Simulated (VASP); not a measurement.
# Te (P6_3/mmc) in VASP: a series of runs

The runs below take Te through single point, relaxation of cell and atoms, with BLYP.

Everything below comes from runs of VASP 6.6.1. Logs are shortened: lines on timing, memory, paths and dates and some standing lists are left out, and cuts for length are marked.

## (1) The cell of the first run

It takes space group P6_3/mmc (No. 194, hexagonal). Conventional cell: a = 4.476 Å, b = 4.476 Å, c = 8.315 Å, α = 90.00°, β = 90.00°, γ = 120.00°. Within 4.5 Å of Te (site symmetry -3m) lie 14 Te at 3.32 to 4.48 Å. Within 4.5 Å of Te (site symmetry -6m2) lie 12 Te at 3.32 to 4.48 Å.

This isn't the form of Te at room conditions, which is trigonal, of chains.

## (2) Single point, BLYP

INCAR reads:

```
AGGAC    = 1.0          
AGGAX    = 1.0          
ALDAC    = 0.0          
ALDAX    = 1.0          
ALGO     = Normal         # electronic algorithm
EDIFF    = 1E-6           # SCF threshold, eV
ENCUT    = 520            # plane-wave cutoff, eV
GGA      = B5             # functional
ISIF     = 2              # what is computed and relaxed
ISMEAR   = -1             # smearing method
LASPH    = T              # aspherical terms in the spheres
LCHARG   = T              # write CHGCAR
LELF     = T              # ELF
LREAL    = F              # projectors in reciprocal space
LVHAR    = T            
LWAVE    = F              # write WAVECAR
NBANDS   = 20             # bands
NELM     = 80             # most SCF steps
PREC     = Accurate       # precision mode
SIGMA    = 0.1            # smearing width, eV
```

KPOINTS reads:

```
k-points
0
Gamma
  11 11 3
```

POSCAR reads:

```
Te
1.0
    4.4760821044      0.0000000000      0.0000000000
   -2.2380410522      3.8764008118      0.0000000000
    0.0000000000      0.0000000000      8.3153043432
Te
4
Direct
    1.0000000000      1.0000000000      1.0000000000
    1.0000000000      1.0000000000      0.5000000000
    0.3333333333      0.6666666667      0.2500000000
    0.6666666667      0.3333333333      0.7500000000
```

Potentials or basis: VASP PAW PBE potentials, release 64 (Te).

On the command line:

```sh
$ cat potpaw_PBE.64/Te/POTCAR > POTCAR
$ mpirun -np 1 vasp_std > vasp.out
```

OUTCAR:

```text
EDIFF = 1E-6
   ENCUT = 520
   GGA = B5
   ISIF = 2
   ISMEAR = -1
   LASPH = T
   LREAL = F
   NELM = 80
   PREC = Accurate

 ion  position               nearest neighbor table
   1  0.000  0.000  0.000-   3 3.32   4 3.32   3 3.32   4 3.32   4 3.32   3 3.32
   2  0.000  0.000  0.500-   3 3.32   4 3.32   3 3.32   4 3.32   4 3.32   3 3.32
   3  0.333  0.667  0.250-   1 3.32   2 3.32   1 3.32   2 3.32   1 3.32   2 3.32
   4  0.667  0.333  0.750-   1 3.32   2 3.32   1 3.32   2 3.32   1 3.32   2 3.32

  LATTYP: Found a hexagonal cell.
 ALAT       =     4.4760821044
 C/A-ratio  =     1.8577193513

  Lattice vectors:

 A1 = (   4.4760821044,   0.0000000000,   0.0000000000)
 A2 = (  -2.2380410522,   3.8764008118,   0.0000000000)
 A3 = (   0.0000000000,   0.0000000000,   8.3153043432)

Analysis of symmetry for initial positions (statically):
=====================================================================
 Subroutine PRICEL returns:
 Original cell was already a primitive cell.

 Routine SETGRP: Setting up the symmetry group for a
 hexagonal supercell.

 Subroutine GETGRP returns: Found 24 space group operations
 (whereof 12 operations were pure point group operations)
 out of a pool of 24 trial point group operations.

The static configuration has the point symmetry D_3d.
 The point group associated with its full space group is D_6h.

Analysis of symmetry for dynamics (positions and initial velocities):
=====================================================================
 Subroutine PRICEL returns:
 Original cell was already a primitive cell.

 Routine SETGRP: Setting up the symmetry group for a
 hexagonal supercell.

 Subroutine GETGRP returns: Found 24 space group operations
 (whereof 12 operations were pure point group operations)
 out of a pool of 24 trial point group operations.

The dynamic configuration has the point symmetry D_3d.
 The point group associated with its full space group is D_6h.

 Subroutine INISYM returns: Found 24 space group operations
 (whereof 12 operations are pure point group operations),
 and found     1 'primitive' translations

----------------------------------------------------------------------------------------

                                     Primitive cell

[... 90 lines left out ...]
   LSORBIT =      F    spin-orbit coupling
   LASPH  =      T    aspherical Exc in radial PAW
   ENCUT  =  520.0 eV  38.22 Ry    6.18 a.u.   8.32  8.32 15.46*2*pi/ulx,y,z
   NELM   =     80;   NELMIN=  2; NELMDL= -5     # of ELM steps
   EDIFF  = 0.1E-05   stopping-criterion for ELM
   LREAL  =      F    real-space projection
   EDIFFG = 0.1E-04   stopping-criterion for IOM
   NSW    =      0    number of steps for IOM
   IBRION =     -1    ionic relax: 0-MD 1-quasi-New 2-CG
   NFREE  =      0    steps in history (QN), initial steepest desc. (CG)
   ISIF   =      2    stress and relaxation
   ISYM   =      2    0-nonsym 1-usesym 2-fastsym
   POTIM  = 0.5000    time-step for ionic-motion
   TEBEG  =    0.0;   TEEND  =   0.0 temperature during run
   PSTRESS=    0.0 pullay stress
   NELECT =      24.0000    total number of electrons
   NUPDOWN=      -1.0000    fix difference up-down
   EMIN   =  10.00;   EMAX   =-10.00  energy-range for DOS
   EFERMI =   0.00;   METHOD = LEGACY
   ISMEAR =    -1;   SIGMA  =   0.10  broadening in eV -4-tet -1-fermi 0-gaus
   EFERMI_NEDOS =   21; number of points for ismear=-14 and -15
   IALGO  =     38    algorithm
   IMIX   =      4    mixing-type and parameters
     AMIX     =   0.40;   BMIX     =  1.00
     AMIX_MAG =   1.60;   BMIX_MAG =  1.00
  volume/ion in A,a.u.               =      36.07       243.41
  Fermi-wavevector in a.u.,A,eV,Ry     =   0.900348  1.701411 11.029238  0.810626
  Thomas-Fermi vector in A             =   2.023294
   LORBIT       =      0    0 simple, 1 ext, 2 COOP (PROOUT), +10 PAW based schemes
   GGA     = B5    functional components
   LHFCALC =     F    Hartree Fock is set to
   AEXX    =    0.0000 exact exchange contribution
   IVDW    =     0    specifies the selected vdW correction
   LEPSILON=     F    determine dielectric tensor
   LRPA    =     F    only Hartree local field effects (RPA)
 non-spin polarized calculation
  energy-cutoff  :      520.00
  volume of cell :      144.28
 maximum number of plane-waves:      3905
 NGX is ok and might be reduce to    36
   NGX = 17   NGY = 17   NGZ = 31

 number of electron      23.9999998 magnetization

 Free energy of the ion-electron system (eV)
  ---------------------------------------------------
  ext. energy  EPLUGINS =         0.00000000
  ---------------------------------------------------
  free energy    TOTEN  =        -9.51052593 eV

  energy without entropy =       -9.38009977  energy(sigma->0) =       -9.44531285

 E-fermi :   5.6348     XC(G=0):  -8.2484

 val. band max:        5.6322722354   @ k =   0.0909  -0.0000   0.3333
 cond. band min:       5.6685136692   @ k =   0.3636   0.0909   0.3333
 fundamental gap:      0.0362414338
 Fermi energy:         5.6348456152

 k-point     1 :       0.0000    0.0000    0.0000
  band No.  band energies     occupation
      1      -7.2625      2.00000
      2      -5.6701      2.00000
      3      -5.5786      2.00000
      4      -3.1109      2.00000
      5       2.4793      2.00000
      6       3.2838      2.00000
[... 541 lines left out ...]
     19      11.2953      0.00000
     20      12.1620      0.00000

 [... further k-points ...]

------------------------ aborting loop because EDIFF is reached ----------------------------------------

  FORCE on cell =-STRESS in cart. coord.  units (eV):
  Direction    XX          YY          ZZ          XY          YZ          ZX
  --------------------------------------------------------------------------------------
  -------------------------------------------------------------------------------------
  Total        0.0836932      0.0836932      0.1286058      0.0000000      0.0000000      0.0000000
  in kB        0.9293857      0.9293857      1.4281256      0.0000000      0.0000000      0.0000000
  external PRESSURE =       1.0956323 kB  Pullay stress =       0.0000000 kB

 VOLUME and BASIS-vectors are now :
 -----------------------------------------------------------------------------
  energy-cutoff  :      520.00
  volume of cell :      144.28
      direct lattice vectors                 reciprocal lattice vectors
     4.476082104  0.000000000  0.000000000     0.223409664  0.128985630  0.000000000
    -2.238041052  3.876400812  0.000000000     0.000000000  0.257971260  0.000000000
     0.000000000  0.000000000  8.315304343     0.000000000  0.000000000  0.120260180

 POSITION                                       TOTAL-FORCE (eV/Angst)
 -----------------------------------------------------------------------------------
      0.00000      0.00000      0.00000         0.000000      0.000000      0.000000
      0.00000      0.00000      4.15765         0.000000      0.000000      0.000000
     -0.00000      2.58427      2.07883        -0.000000      0.000000      0.000000
      2.23804      1.29213      6.23648         0.000000      0.000000     -0.000000
 -----------------------------------------------------------------------------------
    total drift:                                0.000000     -0.000000     -0.000000

  FREE ENERGIE OF THE ION-ELECTRON SYSTEM (eV)
  ---------------------------------------------------
  free  energy   TOTEN  =        -9.5105259333 eV

  energy  without entropy=       -9.3800997664  energy(sigma->0) =       -9.44531285
```

OSZICAR:

```text
N       E                     dE             d eps       ncg     rms          rms(c)
DAV:   1     0.985702742030E+02    0.98570E+02   -0.86061E+03  1280   0.947E+02
DAV:   2    -0.259448331594E+01   -0.10116E+03   -0.98858E+02  1784   0.142E+02
DAV:   3    -0.934839037414E+01   -0.67539E+01   -0.66779E+01  1548   0.385E+01
DAV:   4    -0.948694202265E+01   -0.13855E+00   -0.13847E+00  1656   0.649E+00
DAV:   5    -0.948970136046E+01   -0.27593E-02   -0.27593E-02  1536   0.935E-01    0.999E+00
DAV:   6    -0.950045267061E+01   -0.10751E-01   -0.74783E-03  1560   0.513E-01    0.616E+00
DAV:   7    -0.951028586373E+01   -0.98332E-02   -0.12126E-02  1464   0.674E-01    0.188E-01
DAV:   8    -0.951040829027E+01   -0.12243E-03   -0.21295E-04  1740   0.901E-02    0.119E-01
DAV:   9    -0.951052631164E+01   -0.11802E-03   -0.26515E-04  1440   0.988E-02    0.500E-02
DAV:  10    -0.951052465307E+01    0.16586E-05   -0.11029E-05  1488   0.198E-02    0.210E-02
DAV:  11    -0.951052573789E+01   -0.10848E-05   -0.24531E-06  1288   0.887E-03    0.126E-02
DAV:  12    -0.951052593330E+01   -0.19542E-06   -0.20578E-07   876   0.276E-03
   1 F= -.95105259E+01 E0= -.94453128E+01  d E =-.130426E+00
```

stdout:

```text
POSCAR found type information on POSCAR Te
 POSCAR found :  1 types and       4 ions
 scaLAPACK will be used
 -----------------------------------------------------------------------------
|                                                                             |
|                                                                             |
|     You enforced a specific xc type in the INCAR file but a different       |
|     I HOPE YOU KNOW WHAT YOU ARE DOING!                                     |
|                                                                             |
 -----------------------------------------------------------------------------

 LDA part: xc-table for (Slater(with rela. corr.)+VWN5), standard interpolation
 POSCAR, INCAR and KPOINTS ok, starting setup
 FFT: planning ... GRIDC
 FFT: planning ... GRID_SOFT
 FFT: planning ... GRID
 WAVECAR not read
 entering main loop
```

Run time: 70 s. Hardware: 1 thread of Intel Xeon Platinum 8488C (Sapphire Rapids), shared host; peak memory 0.29 GiB.

What came out:

| Item | Value |
| --- | --- |
| Free energy | -9.5105 eV |
| Pressure | 0.1 GPa |
| Band gap on the k mesh | zero (bands 12 and 13 overlap by 1.40 eV) |

Caveat: the PAW data sets were made with another functional, which shifts forces and pressure a little; spin-orbit coupling is left out, which moves the levels of the heavy elements.

## (3) Relaxation of cell and atoms, BLYP

This run uses another cell than the first one, of 28.84 Å³/atom.

INCAR reads:

```
SYSTEM = Te
  PREC = Accurate
  ENCUT = 600
  EDIFF = 1E-6
  ISMEAR = -1
  SIGMA = 0.1
  LREAL = .False.
  LASPH = .True.
  NELM = 100
  ALGO = Normal
  ISIF = 3
  LWAVE = .False.
  LCHARG = .False.
  GGA = B5
  ALDAX = 1.0
  AGGAX = 1.0
  AGGAC = 1.0
  ALDAC = 0.0
  IBRION = 2
  NSW = 80
  EDIFFG = -0.01
```

KPOINTS reads:

```
Automatic mesh
0
Gamma
  11 11 3
  0 0 0
```

POSCAR reads:

```
Te
1.0
    3.4420649897      0.0000000000      0.0000000000
   -1.7210324948      2.9809157225      0.0000000000
    0.0000000000      0.0000000000     11.2417842562
Te
4
Direct
    0.0000000000      0.0000000000      0.0000000000
    0.0000000000      0.0000000000      0.5000000000
    0.3333333333      0.6666666667      0.2500000000
    0.6666666667      0.3333333333      0.7500000000
```

Potentials or basis: VASP PAW PBE potentials, release 64 (Te).

On the command line:

```sh
$ cat potpaw_PBE.64/Te/POTCAR > POTCAR
$ mpirun -np 1 vasp_std > vasp.out
```

Run time: 19 min. Hardware: 1 thread of Intel Xeon Platinum 8488C (Sapphire Rapids), shared host; peak memory 0.29 GiB.

The run converged. Its results:

```yaml
Free_energy: -9.5084 eV
Relaxed_volume: 36.17 Å³/atom
Relaxed_cell: a = 4.480 Å, b = 4.480 Å, c = 8.326 Å, α = 90.00°, β = 90.00°, γ = 120.00°
Space_group_after_relaxing_to_0.1_Å: P6_3/mmc (No. 194)
Energy_gained_by_relaxing: 432.8 meV/atom
Ionic_steps: 26
Pressure_after_relaxing: 0.0 GPa
Band_gap_on_the_k_mesh: zero (bands 12 and 13 overlap by 1.40 eV)
```

The path:
| step | energy change (eV) | largest force (eV/Å) | pressure (GPa) | volume (Å³) |
| --- | --- | --- | --- | --- |
| 1 | 0.0000 | 0.0000 | 5.12 | 115.35 |
| 2 | -0.1941 | 0.0000 | -0.83 | 131.41 |
| 3 | -0.1994 | 0.0000 | -0.14 | 128.80 |
| 4 | -0.2214 | 0.0000 | -0.14 | 128.79 |
| 5 | -0.3455 | 0.0000 | 0.07 | 128.62 |
| 6 | -0.8060 | 0.0000 | 1.14 | 127.45 |
| 7 | -1.2489 | 0.0000 | 7.64 | 121.55 |
| 8 | -1.2501 | 0.0000 | 7.65 | 121.58 |
| 9 | -1.2535 | 0.0000 | 7.68 | 121.67 |
| 10 | -1.2597 | 0.0000 | 7.72 | 121.85 |
| 11 | -1.2693 | 0.0000 | 7.82 | 122.18 |
| 12 | -1.2760 | 0.0000 | 8.03 | 122.79 |
| 13 | -1.2921 | 0.0000 | 7.85 | 123.13 |
| 14 | -1.3385 | 0.0000 | 7.31 | 124.15 |
| 15 | -1.4224 | 0.0000 | 6.29 | 126.22 |
| 16 | -1.5566 | 0.0000 | 4.46 | 130.43 |
| 17 | -1.7065 | 0.0000 | 1.51 | 139.08 |
| 18 | -1.6316 | 0.0000 | -2.32 | 157.39 |
| 19 | -1.7307 | 0.0000 | -0.10 | 145.35 |
| 20 | -1.7309 | 0.0000 | 0.02 | 144.79 |
| 21 | -1.7308 | 0.0000 | 0.13 | 144.32 |
| 22 | -1.7309 | 0.0000 | 0.13 | 144.31 |
| 23 | -1.7310 | 0.0000 | 0.12 | 144.29 |
| 24 | -1.7311 | 0.0000 | 0.11 | 144.23 |
| 25 | -1.7312 | 0.0000 | 0.06 | 144.45 |
| 26 | -1.7313 | 0.0000 | 0.00 | 144.68 |

Final structure:
```yaml
crystal:
  lattice:
    - [4.47953, 0.00000, 0.00000]
    - [-2.23977, 3.87939, 0.00000]
    - [0.00000, 0.00000, 8.32582]
  atoms:
    - { symbol: Te, position: [0.00000, 0.00000, 0.00000] }
    - { symbol: Te, position: [0.00000, 0.00000, 0.50000] }
    - { symbol: Te, position: [0.33333, 0.66667, 0.25000] }
    - { symbol: Te, position: [0.66667, 0.33333, 0.75000] }
```

Levels at points of the mesh, in eV from the Fermi level:
| k point | band 9 | band 10 | band 11 | band 12 | band 13 | band 14 | band 15 | band 16 |
| --- | --- | --- | --- | --- | --- | --- | --- | --- |
| (0.00, 0.00, 0.00) | -1.25 | -1.25 | -1.02 | -0.89 | -0.89 | 0.65 | 0.65 | 1.86 |

Caveat: the volume moved by over 15 % at a fixed basis, so the end points are rough; the PAW data sets were made with another functional, which shifts forces and pressure a little; spin-orbit coupling is left out, which moves the levels of the heavy elements.

The gap in the log of VASP goes by the Fermi energy; the results here count the filled bands.